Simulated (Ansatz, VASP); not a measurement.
# Sr in VASP and in Ansatz

```
Sr
1.0
     3.74679    0.00000    0.00000
    -1.87339    3.24481    0.00000
     0.00000    0.00000    3.43851
Sr
1
Direct
  0.00000 0.00000 0.00000
```

Change from the starting cell: volume scaled by 0.76, PAW files.

Alike in both runs: task single point; functional PBE; k mesh 11 × 11 × 10; occupations fermi-dirac, width 0.05 eV; no spin polarisation.

|  | VASP | Ansatz |
| --- | --- | --- |
| version | VASP 6.6.1 | Ansatz 0.2.0 |
| potentials or method | VASP PAW PBE potentials, release 64 (Sr_sv) | PAW with Ansatz's default frozen-core files, scalar-relativistic |
| plane-wave cutoff (eV) | 520 | 420 |
| valence electrons in the cell | 10 | 10 |

```csv
,VASP,Ansatz,Ansatz less VASP
pressure (GPa),4.1,4.1,-0.03
```

With one functional, cell and mesh, what is left measures potentials, basis and numerics.
